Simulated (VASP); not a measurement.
Input of a VASP 6.6.1 run:

The input INCAR:

```
SYSTEM = K
  PREC = Accurate
  ENCUT = 520
  EDIFF = 1E-6
  ISMEAR = -1
  SIGMA = 0.05
  LREAL = .False.
  LASPH = .True.
  NELM = 60
  ALGO = Normal
  ISIF = 2
  LWAVE = .False.
  LCHARG = .False.
  GGA = PE
  NBANDS = 16
```

File KPOINTS:

```
Automatic mesh
0
Gamma
  11 11 11
  0 0 0
```

Contents of POSCAR:

```
K
1.0
   -3.7824543187      3.7824543187      2.0682336412
    3.7824543187     -3.7824543187      2.0682336412
    3.7824543187      3.7824543187     -2.0682336412
K
2
Direct
   -0.3750000000     -0.1250000000     -0.2500000000
    0.3750000000      0.1250000000      0.2500000000
```

Potentials or basis: VASP PAW PBE potentials, release 64 (K_sv).

Command:

```bash
$ cat potpaw_PBE.64/K_sv/POTCAR > POTCAR
$ mpirun -np 1 vasp_std > vasp.out
```

(1) Predict the pressure.

(2) Estimate the band gap on the k mesh.

## Answers

(1) 1.3 GPa.

(2) zero (bands 9 and 10 overlap by 1.65 eV).
